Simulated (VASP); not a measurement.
Input of a VASP 6.6.1 run:

File INCAR:

```
PREC = Accurate ; ENCUT = 520
EDIFF = 1E-7 ; ISMEAR = -1
SIGMA = 0.05 ; LREAL = False
LASPH = True ; NELM = 80
ALGO = Normal ; ISIF = 2
LWAVE = False ; LCHARG = True
GGA = B5 ; ALDAX = 1.0
AGGAX = 1.0 ; AGGAC = 1.0
ALDAC = 0.0 ; LELF = True
LVHAR = True ; NBANDS = 10
```

Contents of KPOINTS:

```
Automatic mesh
0
Gamma
  9 9 9
```

The input POSCAR:

```
I
1.0
    0.0000000000      2.3680619229      7.1411444244
    2.3489171915      0.0000000000      7.1411444244
    2.3489171915      2.3680619229      0.0000000000
I
1
Direct
    0.0000000000      0.0000000000      0.0000000000
```

Potentials or basis: VASP PAW PBE potentials, release 64 (I).

Command:

```sh
$ cat potpaw_PBE.64/I/POTCAR > POTCAR
$ mpirun -np 1 vasp_std > vasp.out
```

Question: Estimate the band gap on the k mesh.

Answer: Zero (an odd number of electrons rules out a gap without spin polarisation).

Question: What does it give for the pressure?

Answer: 0.0 GPa.

Caveat: the PAW data sets were made with another functional, which shifts forces and pressure a little; spin-orbit coupling is left out, which moves the levels of the heavy elements; an odd number of electrons without spin polarisation forces a metal; a magnetic or distorted state may lie lower.
